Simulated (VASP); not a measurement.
# C (Fd-3m) in VASP: notebook

The runs below take C through single point, with RPBE, revPBE+D3(BJ).

Program: VASP 6.6.1. These are calculated values, not measurements. Logs are shortened: lines on timing, memory, paths and dates and some standing lists are left out, and cuts for length are marked.

### 1 The cell of the first run

Symmetry: Fd-3m, No. 227, cubic system. The conventional cell has a = 3.590 Å, b = 3.590 Å, c = 3.590 Å, α = 90.00°, β = 90.00°, γ = 90.00°. C (site symmetry -43m) has 4 C at 1.55 Å within 2.1 Å.

### 2 Single point, RPBE

File INCAR:

```
PREC = Accurate
ENCUT = 520
EDIFF = 1E-6
ISMEAR = -1
SIGMA = 0.05
LREAL = F
LASPH = T
NELM = 60
ALGO = Normal
ISIF = 2
LWAVE = F
LCHARG = T
GGA = RP
LELF = T
LVHAR = T
NBANDS = 11
```

File KPOINTS:

```
Automatic mesh
0
Gamma
  13 13 13
```

File POSCAR:

```
C
1.0
    0.0000000000      1.7951807415      1.7951807415
    1.7951807415      0.0000000000      1.7951807415
    1.7951807415      1.7951807415      0.0000000000
C
2
Direct
    0.7500000000      0.7500000000      0.7500000000
    0.5000000000      0.5000000000      0.5000000000
```

Potentials or basis: VASP PAW PBE potentials, release 64 (C).

Command:

```sh
$ cat potpaw_PBE.64/C/POTCAR > POTCAR
$ mpirun -np 1 vasp_std > vasp.out
```

OUTCAR:

```text
PREC = Accurate
   ENCUT = 520
   EDIFF = 1E-6
   ISMEAR = -1
   LREAL = F
   LASPH = T
   NELM = 60
   ISIF = 2
   GGA = RP

 ion  position               nearest neighbor table
   1  0.750  0.750  0.750-   2 1.55   2 1.55   2 1.55   2 1.55
   2  0.500  0.500  0.500-   1 1.55   1 1.55   1 1.55   1 1.55

  LATTYP: Found a face centered cubic cell.
 ALAT       =     3.5903614830

  Lattice vectors:

 A1 = (   0.0000000000,   1.7951807415,   1.7951807415)
 A2 = (   1.7951807415,   0.0000000000,   1.7951807415)
 A3 = (   1.7951807415,   1.7951807415,   0.0000000000)

Analysis of symmetry for initial positions (statically):
=====================================================================
 Subroutine PRICEL returns:
 Original cell was already a primitive cell.

 Routine SETGRP: Setting up the symmetry group for a
 face centered cubic supercell.

 Subroutine GETGRP returns: Found 48 space group operations
 (whereof 24 operations were pure point group operations)
 out of a pool of 48 trial point group operations.

The static configuration has the point symmetry T_d .
 The point group associated with its full space group is O_h .

Analysis of symmetry for dynamics (positions and initial velocities):
=====================================================================
 Subroutine PRICEL returns:
 Original cell was already a primitive cell.

 Routine SETGRP: Setting up the symmetry group for a
 face centered cubic supercell.

 Subroutine GETGRP returns: Found 48 space group operations
 (whereof 24 operations were pure point group operations)
 out of a pool of 48 trial point group operations.

The dynamic configuration has the point symmetry T_d .
 The point group associated with its full space group is O_h .

 Subroutine INISYM returns: Found 48 space group operations
 (whereof 24 operations are pure point group operations),
 and found     1 'primitive' translations

----------------------------------------------------------------------------------------

                                     Primitive cell

  volume of cell :      11.5706

  direct lattice vectors                    reciprocal lattice vectors
     0.000000000  1.795180742  1.795180742    -0.278523487  0.278523487  0.278523487
     1.795180742  0.000000000  1.795180742     0.278523487 -0.278523487  0.278523487
     1.795180742  1.795180742  0.000000000     0.278523487  0.278523487 -0.278523487

[... 83 lines left out ...]
   EDIFF  = 0.1E-05   stopping-criterion for ELM
   LREAL  =      F    real-space projection
   EDIFFG = 0.1E-04   stopping-criterion for IOM
   NSW    =      0    number of steps for IOM
   IBRION =     -1    ionic relax: 0-MD 1-quasi-New 2-CG
   NFREE  =      0    steps in history (QN), initial steepest desc. (CG)
   ISIF   =      2    stress and relaxation
   ISYM   =      2    0-nonsym 1-usesym 2-fastsym
   POTIM  = 0.5000    time-step for ionic-motion
   TEBEG  =    0.0;   TEEND  =   0.0 temperature during run
   PSTRESS=    0.0 pullay stress
   NELECT =       8.0000    total number of electrons
   NUPDOWN=      -1.0000    fix difference up-down
   EMIN   =  10.00;   EMAX   =-10.00  energy-range for DOS
   EFERMI =   0.00;   METHOD = LEGACY
   ISMEAR =    -1;   SIGMA  =   0.05  broadening in eV -4-tet -1-fermi 0-gaus
   EFERMI_NEDOS =   21; number of points for ismear=-14 and -15
   IALGO  =     38    algorithm
   IMIX   =      4    mixing-type and parameters
     AMIX     =   0.40;   BMIX     =  1.00
     AMIX_MAG =   1.60;   BMIX_MAG =  1.00
  volume/ion in A,a.u.               =       5.79        39.04
  Fermi-wavevector in a.u.,A,eV,Ry     =   1.447616  2.735597 28.512253  2.095592
  Thomas-Fermi vector in A             =   2.565550
   LORBIT       =      0    0 simple, 1 ext, 2 COOP (PROOUT), +10 PAW based schemes
   GGA     = RP    functional components
   LHFCALC =     F    Hartree Fock is set to
   AEXX    =    0.0000 exact exchange contribution
   IVDW    =     0    specifies the selected vdW correction
   LEPSILON=     F    determine dielectric tensor
   LRPA    =     F    only Hartree local field effects (RPA)
 non-spin polarized calculation
  energy-cutoff  :      520.00
  volume of cell :       11.57
 maximum number of plane-waves:       331
   NGX =  9   NGY =  9   NGZ =  9

 number of electron       8.0000000 magnetization

 Free energy of the ion-electron system (eV)
  ---------------------------------------------------
  ext. energy  EPLUGINS =         0.00000000
  ---------------------------------------------------
  free energy    TOTEN  =       -17.23479033 eV

  energy without entropy =      -17.23479033  energy(sigma->0) =      -17.23479033

 E-fermi :  10.4707     XC(G=0): -13.0652

 val. band max:        9.5660438623   @ k =   0.0000   0.0000   0.0000
 cond. band min:      13.6623892993   @ k =   0.3846   0.3846   0.0000
 fundamental gap:      4.0963454370
 Fermi energy:        10.4706592370

 k-point     1 :       0.0000    0.0000    0.0000
  band No.  band energies     occupation
      1     -11.7235      2.00000
      2       9.5660      2.00000
      3       9.5660      2.00000
      4       9.5660      2.00000
      5      15.1056      0.00000
      6      15.1056      0.00000
      7      15.1056      0.00000
      8      22.3893      0.00000
      9      28.7308      0.00000
     10      35.7845      0.00000
     11      35.7845      0.00000
[... 309 lines left out ...]
 k-point    24 :       0.4615    0.1538    0.0000
  band No.  band energies     occupation
      1      -6.7900      2.00000
      2      -1.5525      2.00000
      3       5.1746      2.00000
      4       5.7267      2.00000
      5      16.5758      0.00000
      6      20.0412      0.00000
      7      20.1994      0.00000
      8      23.3593      0.00000
      9      30.0637      0.00000
     10      32.5988      0.00000
     11      36.3916      0.00000

 [... further k-points ...]
[... 5 lines left out ...]
  --------------------------------------------------------------------------------------
  -------------------------------------------------------------------------------------
  Total       -0.0097291     -0.0097291     -0.0097291      0.0000000     -0.0000000     -0.0000000
  in kB       -1.3471950     -1.3471950     -1.3471950      0.0000000     -0.0000000     -0.0000000
  external PRESSURE =      -1.3471950 kB  Pullay stress =       0.0000000 kB

 VOLUME and BASIS-vectors are now :
 -----------------------------------------------------------------------------
  energy-cutoff  :      520.00
  volume of cell :       11.57
      direct lattice vectors                 reciprocal lattice vectors
     0.000000000  1.795180742  1.795180742    -0.278523487  0.278523487  0.278523487
     1.795180742  0.000000000  1.795180742     0.278523487 -0.278523487  0.278523487
     1.795180742  1.795180742  0.000000000     0.278523487  0.278523487 -0.278523487

 POSITION                                       TOTAL-FORCE (eV/Angst)
 -----------------------------------------------------------------------------------
      2.69277      2.69277      2.69277        -0.000000     -0.000000     -0.000000
      1.79518      1.79518      1.79518         0.000000      0.000000      0.000000
 -----------------------------------------------------------------------------------
    total drift:                                0.000000     -0.000000      0.000000

  FREE ENERGIE OF THE ION-ELECTRON SYSTEM (eV)
  ---------------------------------------------------
  free  energy   TOTEN  =       -17.2347903275 eV

  energy  without entropy=      -17.2347903274  energy(sigma->0) =      -17.23479033
```

OSZICAR:

```text
N       E                     dE             d eps       ncg     rms          rms(c)
DAV:   1     0.162585996664E+01    0.16259E+01   -0.47419E+03  2000   0.696E+02
DAV:   2    -0.174298250055E+02   -0.19056E+02   -0.18471E+02  2401   0.126E+02
DAV:   3    -0.177624716525E+02   -0.33265E+00   -0.33202E+00  2151   0.127E+01
DAV:   4    -0.177629800678E+02   -0.50842E-03   -0.50841E-03  2013   0.637E-01
DAV:   5    -0.177629807037E+02   -0.63592E-06   -0.63577E-06  2132   0.208E-02    0.556E+00
DAV:   6    -0.173624434697E+02    0.40054E+00   -0.20515E-01  1908   0.318E+00    0.337E+00
DAV:   7    -0.172318124046E+02    0.13063E+00   -0.26119E-01  1974   0.366E+00    0.714E-01
DAV:   8    -0.172346740601E+02   -0.28617E-02   -0.86546E-03  1935   0.684E-01    0.587E-02
DAV:   9    -0.172347567814E+02   -0.82721E-04   -0.16153E-04  2204   0.101E-01    0.271E-02
DAV:  10    -0.172347896250E+02   -0.32844E-04   -0.34882E-05  1950   0.522E-02    0.508E-03
DAV:  11    -0.172347903275E+02   -0.70250E-06   -0.98897E-07  2242   0.887E-03
   1 F= -.17234790E+02 E0= -.17234790E+02  d E =-.380425E-10
```

Run time: 8.3 s. Hardware: 1 thread of Intel Xeon Platinum 8259CL at 2.50GHz (Skylake/Cascade Lake), shared host; peak memory 0.12 GiB.

Results:

```yaml
Free_energy: -17.2348 eV
Pressure: -0.1 GPa
Band_gap_on_the_k_mesh: 4.10 eV, indirect (least direct gap 5.54 eV)
```

Levels at points of the mesh, in eV from the valence-band top:
```csv
k point,band 2,band 3,band 4,band 5,band 6,band 7
"(0.00, 0.00, 0.00)",0.00,0.00,0.00,5.54,5.54,5.54
```

Caveat: the PAW data sets were made with another functional, which shifts forces and pressure a little. As with any semilocal functional, this RPBE gap is likely too small.

### 3 Single point, RPBE

This run uses another cell than the first one, of 5.90 Å³/atom, 1.020 times its volume.

File INCAR:

```
SYSTEM = C
ALGO = Normal ; EDIFF = 1E-7
ENCUT = 520 ; GGA = RP
ISIF = 2 ; ISMEAR = -1
LASPH = .True. ; LCHARG = .False.
LREAL = .False. ; LWAVE = .False.
NBANDS = 11 ; NELM = 100
PREC = Accurate ; SIGMA = 0.05
```

File KPOINTS:

```
k-points
0
Gamma
  13 13 13
  0 0 0
```

File POSCAR:

```
C
1.0
    0.0000000000      1.8068380860      1.8068380860
    1.8068380860      0.0000000000      1.8068380860
    1.8068380860      1.8068380860      0.0000000000
C
2
Direct
    0.7500000000      0.7500000000      0.7500000000
    0.5000000000      0.5000000000      0.5000000000
```

Potentials or basis: VASP PAW PBE potentials, release 64 (C).

Command:

```sh
$ cat potpaw_PBE.64/C/POTCAR > POTCAR
$ mpirun -np 1 vasp_std > vasp.out
```

Run time: 9 s. Hardware: 1 thread of Intel Xeon Platinum 8259CL at 2.50GHz (Skylake/Cascade Lake), shared host; peak memory 0.12 GiB.

It converged, with:

```
Free energy            : -17.2293 eV
Pressure               : -8.0 GPa
Band gap on the k mesh : 4.06 eV, indirect (least direct gap 5.49 eV)
```

Levels at points of the mesh, in eV from the valence-band top:
```
           k point  band 2  band 3  band 4  band 5  band 6  band 7
(0.00, 0.00, 0.00)    0.00    0.00    0.00    5.49    5.49    5.49
```

Caveat: the PAW data sets were made with another functional, which shifts forces and pressure a little. A k mesh can miss the band edges.

### 4 Single point, revPBE+D3(BJ)

This run uses another cell than the first one, of 5.56 Å³/atom, 0.961 times its volume.

File INCAR:

```
ALGO = Normal ; EDIFF = 1E-7
ENCUT = 520 ; GGA = RE
ISIF = 2 ; ISMEAR = -1
IVDW = 12 ; LASPH = True
LCHARG = False ; LREAL = False
LWAVE = False ; NBANDS = 11
NELM = 80 ; PREC = Accurate
SIGMA = 0.05
```

File KPOINTS:

```
k-points
0
Gamma
  13 13 13
```

File POSCAR:

```
C
1.0
    0.0000000000      1.7714007132      1.7714007132
    1.7714007132      0.0000000000      1.7714007132
    1.7714007132      1.7714007132      0.0000000000
C
2
Direct
    0.7500000000      0.7500000000      0.7500000000
    0.5000000000      0.5000000000      0.5000000000
```

Command:

```sh
$ cat potpaw_PBE.64/C/POTCAR > POTCAR
$ mpirun -np 1 vasp_std > vasp.out
```

Wall time 11 s (1 thread of Intel Xeon Platinum 8259CL at 2.50GHz (Skylake/Cascade Lake), shared host); peak memory 0.13 GiB.

The run converged. Its results:

```
Free energy                : -18.1662 eV
Pressure                   : 5.0 GPa
Band gap on the k mesh     : 4.18 eV, indirect (least direct gap 5.65 eV)
Dispersion energy per atom : -0.404 eV
```

Levels at points of the mesh, in eV from the valence-band top:
| k point | band 2 | band 3 | band 4 | band 5 | band 6 | band 7 |
| --- | --- | --- | --- | --- | --- | --- |
| (0.00, 0.00, 0.00) | 0.00 | 0.00 | 0.00 | 5.65 | 5.65 | 5.65 |

Caveat: the PAW data sets were made with another functional, which shifts forces and pressure a little.

### 5 The runs side by side

| level | cell | gap on the mesh (eV) | pressure (GPa) |
| --- | --- | --- | --- |
| RPBE | a = 2.539 Å, angles 60.0°, 2 atoms | 4.10 | -0.1 |
| RPBE | a = 2.555 Å, angles 60.0°, 2 atoms | 4.06 | -8.0 |
| revPBE+D3(BJ) | a = 2.505 Å, angles 60.0°, 2 atoms | 4.18 | 5.0 |

Alike in all rows: task single point; potentials or basis VASP PAW PBE potentials, release 64 (C); no spin polarisation; k mesh 13 × 13 × 13; cutoff (eV) 520; smearing fermi-dirac 0.05 eV.

Caveats: the PAW data sets were made with another functional, which shifts forces and pressure a little.

Absolute energies hang on the potentials; compare differences alone.
